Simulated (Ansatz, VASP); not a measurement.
# Two plane-wave programs on BeS2

```
CELL_PARAMETERS angstrom
-1.55715 1.55715 5.08879
1.55715 -1.55715 5.08879
1.55715 1.55715 -5.08879
ATOMIC_POSITIONS crystal
Be 0.00000 0.00000 0.00000
S 0.60774 0.60774 0.00000
S 0.39226 0.39226 0.00000
```

Alike in both runs: functional PBE; k mesh 20 × 20 × 20; occupations gaussian, width 0.1 eV; no spin polarisation.

Ansatz relaxed the structure, and its values are those at the end. VASP's run is a single point on that final structure, the one shown.

```csv
,VASP,Ansatz
version,VASP 6.6.1,Ansatz 0.2.0
potentials or method,"VASP PAW PBE potentials, release 64 (Be, S), cutoff 520 eV","scalar-relativistic, plane waves, PAW"
valence electrons in the cell,14,14
```

```tsv
	VASP	Ansatz	Ansatz less VASP
gap on the k mesh at the Fermi level (eV)	none	none	-
pressure (GPa)	-0.3	0.0	+0.26
rms of the force components (eV/Å)	0.049	0.001	-0.0483
```

A gap of «none» marks a metal or a gap that the smearing closes.
